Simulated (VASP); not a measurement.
# LiF (R-3m) in VASP: further runs, part 2 of 2

VASP 6.6.1.

## Step 4: Electric field gradients, PBE (equal xy, yz and zx shear strains of -1 %)

Contents of INCAR:

```
SYSTEM = LiF
PREC     = Accurate       ! precision mode
ENCUT    = 520            ! plane-wave cutoff, eV
EDIFF    = 1E-8           ! SCF threshold, eV
ISMEAR   = -1             ! smearing method
SIGMA    = 0.03           ! smearing width, eV
LREAL    = .False.        ! projectors in reciprocal space
LASPH    = .True.         ! aspherical terms in the spheres
NELM     = 80             ! most SCF steps
ALGO     = Normal         ! electronic algorithm
ISIF     = 2              ! what is computed and relaxed
LWAVE    = .False.        ! write WAVECAR
LCHARG   = .False.        ! write CHGCAR
GGA      = PE             ! functional
LEFG     = .True.       
NBANDS   = 12             ! bands
```

Contents of KPOINTS:

```
Automatic mesh
0
Gamma
  10 10 10
  0 0 0
```

Contents of POSCAR:

```
LiF
1.0
   -0.0201400000      2.0039300000      2.0039300000
    2.0039300000     -0.0201400000      2.0039300000
    2.0039300000      2.0039300000     -0.0201400000
Li F
1 1
Direct
    0.0000000000      0.0000000000      0.0000000000
    0.5000000000      0.5000000000      0.5000000000
```

Potentials or basis: VASP PAW PBE potentials, release 64 (Li_sv, F).

On the command line:

```bash
$ cat potpaw_PBE.64/Li_sv/POTCAR potpaw_PBE.64/F/POTCAR > POTCAR
$ mpirun -np 1 vasp_std > vasp.out
```

OUTCAR:

```text
SYSTEM = LiF
   PREC = Accurate
   ENCUT = 520
   EDIFF = 1E-8
   ISMEAR = -1
   LREAL = .False.
   LASPH = .True.
   NELM = 80
   ISIF = 2
   GGA = PE

 ion  position               nearest neighbor table
   1  0.000  0.000  0.000-   2 2.01   2 2.01   2 2.01   2 2.01   2 2.01   2 2.01
   2  0.500  0.500  0.500-   1 2.01   1 2.01   1 2.01   1 2.01   1 2.01   1 2.01

  LATTYP: Found a trigonal (rhomboedric) cell.
 ALAT       =     2.8340565466
 COS(alpha) =     0.4899250057

  Lattice vectors:

 A1 = (  -0.0201400000,   2.0039300000,   2.0039300000)
[... 576 lines left out ...]
  free  energy   TOTEN  =        -9.6365821782 eV

  energy  without entropy=       -9.6365821782  energy(sigma->0) =       -9.63658218

 Electric field gradients (V/A^2)
---------------------------------------------------------------------
 ion       V_xx      V_yy      V_zz      V_xy      V_xz      V_yz
---------------------------------------------------------------------
   1      -0.000    -0.000    -0.000     0.050     0.050     0.050
   2       0.000    -0.000    -0.000    -1.294    -1.294    -1.294
---------------------------------------------------------------------

 Electric field gradients after diagonalization (V/A^2)
 (convention: |V_zz| > |V_xx| > |V_yy|)
----------------------------------------------------------------------
 ion       V_xx      V_yy      V_zz     asymmetry (V_yy - V_xx)/ V_zz
----------------------------------------------------------------------
   1      -0.050    -0.050     0.099       0.000
   2       1.294     1.294    -2.587       0.000
----------------------------------------------------------------------

           NMR quadrupolar parameters

 Cq : quadrupolar parameter    Cq=e*Q*V_zz/h
 eta: asymmetry parameters     (V_yy - V_xx)/ V_zz
 Q  : nuclear electric quadrupole moment in mb (millibarn)
----------------------------------------------------------------------
 ion       Cq(MHz)       eta       Q (mb)
----------------------------------------------------------------------
   1       0.000       0.000       1.000
   2      -0.006       0.000       1.000
----------------------------------------------------------------------
```

Run time: 7.9 s. Hardware: 1 thread of Intel Xeon 6975P-C (Granite Rapids), shared host; peak memory 0.14 GiB.

What came out:

- Free energy: -9.6366 eV
- Band gap on the k mesh: 9.04 eV, direct

Levels at points of the mesh, in eV from the valence-band top:
```csv
k point,band 1,band 2,band 3,band 4,band 5,band 6,band 7,band 8,band 9,band 10
"(0.00, 0.00, 0.00)",-40.97,-20.03,-0.08,-0.08,0.00,9.04,23.86,23.86,24.02,24.10
"(0.50, 0.00, 0.00)",-40.92,-19.60,-2.57,-0.29,-0.24,10.74,16.63,18.82,19.00,30.36
"(0.50, 0.50, 0.00)",-40.90,-19.33,-3.06,-1.10,-1.01,14.76,16.41,17.41,20.09,20.28
"(0.50, 0.50, 0.50)",-40.91,-19.57,-2.56,-0.32,-0.32,10.66,16.85,18.65,18.65,30.20
```

Electric field gradients, principal values (V/Å²):
```tsv
atom	least	middle	greatest (by size)
1 Li	-0.050	-0.050	0.099
2 F	1.294	1.294	-2.587
```

Caveat: the cell differs from its parent crystal (equal xy, yz and zx shear strains of -1 %); without QUAD_EFG the Cq values of the log hold for a quadrupole moment of 1 mb, not for the nuclei. A k mesh can miss the band edges.

## Step 5: Electric field gradients, PBE (equal xy, yz and zx shear strains of -1 %)

Contents of INCAR:

```
PREC = Accurate
ENCUT = 520
EDIFF = 1E-8
ISMEAR = -1
SIGMA = 0.03
LREAL = F
LASPH = T
NELM = 100
ALGO = Normal
ISIF = 2
LWAVE = F
LCHARG = F
GGA = PE
LEFG = T
NBANDS = 12
```

Contents of KPOINTS:

```
Automatic mesh
0
Gamma
  10 10 10
```

POSCAR is that of step 4.

Potentials or basis: VASP PAW PBE potentials, release 64 (Li_sv, F).

On the command line:

```bash
$ cat potpaw_PBE.64/Li_sv/POTCAR potpaw_PBE.64/F/POTCAR > POTCAR
$ mpirun -np 1 vasp_std > vasp.out
```

OUTCAR:

```text
PREC = Accurate
   ENCUT = 520
   EDIFF = 1E-8
   ISMEAR = -1
   LREAL = F
   LASPH = T
   NELM = 100
   ISIF = 2
   GGA = PE

 ion  position               nearest neighbor table
   1  0.000  0.000  0.000-   2 2.01   2 2.01   2 2.01   2 2.01   2 2.01   2 2.01
   2  0.500  0.500  0.500-   1 2.01   1 2.01   1 2.01   1 2.01   1 2.01   1 2.01

  LATTYP: Found a trigonal (rhomboedric) cell.
 ALAT       =     2.8340565466
 COS(alpha) =     0.4899250057

  Lattice vectors:

 A1 = (  -0.0201400000,   2.0039300000,   2.0039300000)
 A2 = (   2.0039300000,  -0.0201400000,   2.0039300000)
 A3 = (   2.0039300000,   2.0039300000,  -0.0201400000)

Analysis of symmetry for initial positions (statically):
=====================================================================
 Subroutine PRICEL returns:
 Original cell was already a primitive cell.

 Routine SETGRP: Setting up the symmetry group for a
 trigonal (rhombohedral) supercell.
[... 551 lines left out ...]
  volume of cell :       16.34
      direct lattice vectors                 reciprocal lattice vectors
    -0.020140000  2.003930000  2.003930000    -0.245779418  0.248274641  0.248274641
     2.003930000 -0.020140000  2.003930000     0.248274641 -0.245779418  0.248274641
     2.003930000  2.003930000 -0.020140000     0.248274641  0.248274641 -0.245779418

 POSITION                                       TOTAL-FORCE (eV/Angst)
 -----------------------------------------------------------------------------------
      0.00000      0.00000      0.00000        -0.000000      0.000000     -0.000000
      1.99386      1.99386      1.99386         0.000000     -0.000000      0.000000
 -----------------------------------------------------------------------------------
    total drift:                               -0.000000     -0.000000      0.000000

  FREE ENERGIE OF THE ION-ELECTRON SYSTEM (eV)
  ---------------------------------------------------
  free  energy   TOTEN  =        -9.6365821782 eV

  energy  without entropy=       -9.6365821782  energy(sigma->0) =       -9.63658218

 Electric field gradients (V/A^2)
---------------------------------------------------------------------
 ion       V_xx      V_yy      V_zz      V_xy      V_xz      V_yz
---------------------------------------------------------------------
   1      -0.000    -0.000    -0.000     0.050     0.050     0.050
   2       0.000    -0.000    -0.000    -1.294    -1.294    -1.294
---------------------------------------------------------------------

 Electric field gradients after diagonalization (V/A^2)
 (convention: |V_zz| > |V_xx| > |V_yy|)
----------------------------------------------------------------------
 ion       V_xx      V_yy      V_zz     asymmetry (V_yy - V_xx)/ V_zz
----------------------------------------------------------------------
   1      -0.050    -0.050     0.099       0.000
   2       1.294     1.294    -2.587       0.000
----------------------------------------------------------------------

           NMR quadrupolar parameters

 Cq : quadrupolar parameter    Cq=e*Q*V_zz/h
 eta: asymmetry parameters     (V_yy - V_xx)/ V_zz
 Q  : nuclear electric quadrupole moment in mb (millibarn)
----------------------------------------------------------------------
 ion       Cq(MHz)       eta       Q (mb)
----------------------------------------------------------------------
   1       0.000       0.000       1.000
   2      -0.006       0.000       1.000
----------------------------------------------------------------------
```

OSZICAR:

```text
N       E                     dE             d eps       ncg     rms          rms(c)
DAV:   1     0.314381301509E+02    0.31438E+02   -0.54342E+03  2896   0.850E+02
DAV:   2    -0.911187241933E+01   -0.40550E+02   -0.39712E+02  3324   0.186E+02
DAV:   3    -0.101371045004E+02   -0.10252E+01   -0.10226E+01  3712   0.259E+01
DAV:   4    -0.101472077947E+02   -0.10103E-01   -0.10103E-01  3192   0.273E+00
DAV:   5    -0.101473204659E+02   -0.11267E-03   -0.11267E-03  3676   0.219E-01    0.454E+00
DAV:   6    -0.962552856711E+01    0.52179E+00   -0.25040E+00  3144   0.980E+00    0.139E+00
DAV:   7    -0.962973985010E+01   -0.42113E-02   -0.18308E-02  3740   0.119E+00    0.860E-01
DAV:   8    -0.963646741284E+01   -0.67276E-02   -0.15022E-02  3412   0.127E+00    0.110E-01
DAV:   9    -0.963649142055E+01   -0.24008E-04   -0.93060E-04  3236   0.275E-01    0.430E-02
DAV:  10    -0.963658321067E+01   -0.91790E-04   -0.13386E-04  3220   0.905E-02    0.160E-02
DAV:  11    -0.963658208856E+01    0.11221E-05   -0.69122E-06  3492   0.243E-02    0.201E-03
DAV:  12    -0.963658217669E+01   -0.88126E-07   -0.48635E-07  3320   0.600E-03    0.926E-04
DAV:  13    -0.963658217817E+01   -0.14758E-08   -0.57084E-08  3336   0.213E-03
   1 F= -.96365822E+01 E0= -.96365822E+01  d E =-.949646E-11
```

It took 8.1 s on 1 thread of Intel Xeon 6975P-C (Granite Rapids), shared host; peak memory 0.14 GiB.

What came out:

* Free energy: -9.6366 eV
* Band gap on the k mesh: 9.04 eV, direct

Electric field gradients, principal values (V/Å²):
| atom | least | middle | greatest (by size) |
| --- | --- | --- | --- |
| 1 Li | -0.050 | -0.050 | 0.099 |
| 2 F | 1.294 | 1.294 | -2.587 |

Caveat: the cell differs from its parent crystal (equal xy, yz and zx shear strains of -1 %); without QUAD_EFG the Cq values of the log hold for a quadrupole moment of 1 mb, not for the nuclei.

## Step 6: Electric field gradients, PBE (equal xy, yz and zx shear strains of +2 %)

Contents of INCAR:

```
SYSTEM = LiF
PREC = Accurate
ENCUT = 520
EDIFF = 1E-8
ISMEAR = -1
SIGMA = 0.03
LREAL = .FALSE.
LASPH = .TRUE.
NELM = 60
ALGO = Normal
ISIF = 2
LWAVE = .FALSE.
LCHARG = .FALSE.
GGA = PE
LEFG = .TRUE.
NBANDS = 12
```

Contents of KPOINTS:

```
regular mesh
0
G
  10 10 10
  0 0 0
```

Contents of POSCAR:

```
LiF
1.0
    0.0402800000      2.0341400000      2.0341400000
    2.0341400000      0.0402800000      2.0341400000
    2.0341400000      2.0341400000      0.0402800000
Li F
1 1
Direct
    0.0000000000      0.0000000000      0.0000000000
    0.5000000000      0.5000000000      0.5000000000
```

Potentials or basis: VASP PAW PBE potentials, release 64 (Li_sv, F).

On the command line:

```bash
$ cat potpaw_PBE.64/Li_sv/POTCAR potpaw_PBE.64/F/POTCAR > POTCAR
$ mpirun -np 1 vasp_std > vasp.out
```

OUTCAR:

```text
SYSTEM = LiF
   PREC = Accurate
   ENCUT = 520
   EDIFF = 1E-8
   ISMEAR = -1
   LREAL = .FALSE.
   LASPH = .TRUE.
   NELM = 60
   ISIF = 2
   GGA = PE

 ion  position               nearest neighbor table
   1  0.000  0.000  0.000-   2 2.01   2 2.01   2 2.01   2 2.01   2 2.01   2 2.01
   2  0.500  0.500  0.500-   1 2.01   1 2.01   1 2.01   1 2.01   1 2.01   1 2.01

  LATTYP: Found a trigonal (rhomboedric) cell.
 ALAT       =     2.8769903645
 COS(alpha) =     0.5197000882

  Lattice vectors:

 A1 = (   0.0402800000,   2.0341400000,   2.0341400000)
[... 576 lines left out ...]
  free  energy   TOTEN  =        -9.6336395794 eV

  energy  without entropy=       -9.6336395794  energy(sigma->0) =       -9.63363958

 Electric field gradients (V/A^2)
---------------------------------------------------------------------
 ion       V_xx      V_yy      V_zz      V_xy      V_xz      V_yz
---------------------------------------------------------------------
   1      -0.000    -0.000    -0.000    -0.105    -0.105    -0.105
   2      -0.000    -0.000    -0.000     2.717     2.717     2.717
---------------------------------------------------------------------

 Electric field gradients after diagonalization (V/A^2)
 (convention: |V_zz| > |V_xx| > |V_yy|)
----------------------------------------------------------------------
 ion       V_xx      V_yy      V_zz     asymmetry (V_yy - V_xx)/ V_zz
----------------------------------------------------------------------
   1       0.105     0.105    -0.209       0.000
   2      -2.717    -2.717     5.434       0.000
----------------------------------------------------------------------

           NMR quadrupolar parameters

 Cq : quadrupolar parameter    Cq=e*Q*V_zz/h
 eta: asymmetry parameters     (V_yy - V_xx)/ V_zz
 Q  : nuclear electric quadrupole moment in mb (millibarn)
----------------------------------------------------------------------
 ion       Cq(MHz)       eta       Q (mb)
----------------------------------------------------------------------
   1      -0.001       0.000       1.000
   2       0.013       0.000       1.000
----------------------------------------------------------------------
```

OSZICAR:

```text
N       E                     dE             d eps       ncg     rms          rms(c)
DAV:   1     0.320494230203E+02    0.32049E+02   -0.53352E+03  2856   0.850E+02
DAV:   2    -0.902655552757E+01   -0.41076E+02   -0.40217E+02  3328   0.187E+02
DAV:   3    -0.101332725558E+02   -0.11067E+01   -0.11036E+01  3640   0.268E+01
DAV:   4    -0.101444804909E+02   -0.11208E-01   -0.11207E-01  3128   0.283E+00
DAV:   5    -0.101446215179E+02   -0.14103E-03   -0.14103E-03  3704   0.233E-01    0.454E+00
DAV:   6    -0.962248590824E+01    0.52214E+00   -0.24994E+00  3176   0.980E+00    0.139E+00
DAV:   7    -0.962675990216E+01   -0.42740E-02   -0.18523E-02  3744   0.120E+00    0.860E-01
DAV:   8    -0.963352969101E+01   -0.67698E-02   -0.15104E-02  3404   0.128E+00    0.111E-01
DAV:   9    -0.963354762141E+01   -0.17930E-04   -0.93345E-04  3268   0.276E-01    0.431E-02
DAV:  10    -0.963364055648E+01   -0.92935E-04   -0.13462E-04  3192   0.909E-02    0.160E-02
DAV:  11    -0.963363948114E+01    0.10753E-05   -0.68011E-06  3600   0.241E-02    0.212E-03
DAV:  12    -0.963363957841E+01   -0.97269E-07   -0.49382E-07  3264   0.602E-03    0.932E-04
DAV:  13    -0.963363957943E+01   -0.10209E-08   -0.59072E-08  3316   0.219E-03
   1 F= -.96336396E+01 E0= -.96336396E+01  d E =-.435031E-10
```

Wall time 7.7 s (1 thread of Intel Xeon 6975P-C (Granite Rapids), shared host); peak memory 0.14 GiB.

What came out:

| Quantity | Value |
| --- | --- |
| Free energy | -9.6336 eV |
| Band gap on the k mesh | 9.03 eV, direct |

Electric field gradients, principal values (V/Å²):
| atom | least | middle | greatest (by size) |
| --- | --- | --- | --- |
| 1 Li | 0.105 | 0.105 | -0.209 |
| 2 F | -2.717 | -2.717 | 5.434 |

Caveat: the cell differs from its parent crystal (equal xy, yz and zx shear strains of +2 %); without QUAD_EFG the Cq values of the log hold for a quadrupole moment of 1 mb, not for the nuclei. A k mesh can miss the band edges.

## Step 7: The runs side by side

| cell | gap on the mesh (eV) |
| --- | --- |
| a = 2.806 Å, angles 62.0°, 2 atoms | 8.93 |
| a = 2.834 Å, angles 60.7°, 2 atoms | 9.04 |
| a = 2.877 Å, angles 58.7°, 2 atoms | 9.03 |

Alike in all rows: task electric field gradients; level PBE; potentials or basis VASP PAW PBE potentials, release 64 (Li_sv, F); no spin polarisation; k mesh 10 × 10 × 10; cutoff (eV) 520; smearing fermi-dirac 0.03 eV.

Total energies depend on the potentials used, so only differences within one code and one set of settings carry meaning.
